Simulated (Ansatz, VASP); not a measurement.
**Se in VASP and in Ansatz**

```
Se
1.0
     5.68100    3.27993    1.47633
    -5.68100    3.27993    1.47633
     0.00000   -6.55985    1.47633
Se
6
Direct
  0.28066 0.16251 0.91818
  0.91818 0.28066 0.16251
  0.16251 0.91818 0.28066
  0.71934 0.83749 0.08182
  0.08182 0.71934 0.83749
  0.83749 0.08182 0.71934
```

Alike in both runs: task electric field gradients; functional PBE; k mesh 6 × 6 × 6; occupations fermi-dirac, width 0.01 eV; no spin polarisation.

|  | VASP | Ansatz |
| --- | --- | --- |
| version | VASP 6.6.1 | Ansatz 0.2.0 |
| potentials or method | VASP PAW PBE potentials, release 64 (Se) | PAW with Ansatz's default frozen-core files, scalar-relativistic |
| plane-wave cutoff (eV) | 520 | 420 |
| valence electrons in the cell | 36 | 96 |

```tsv
	VASP	Ansatz	Ansatz less VASP
gap on the k mesh at the Fermi level (eV)	1.19	1.20	+0.004
pressure (GPa)	2.8	2.7	-0.14
traceless stress, the component that is largest in VASP (GPa)	-0.30	-0.25	+0.050
rms of the force components (eV/Å)	0.292	0.271	-0.0210
size of Vzz on the site where it differs most (V/Å²)	555.4	574.5	+19.15
```

Atom by atom the forces differ by 0.021 eV/Å (rms over components). VASP's potentials hold 36 valence electrons a cell and Ansatz's 96, so a difference there can come from the potentials and not from the codes.
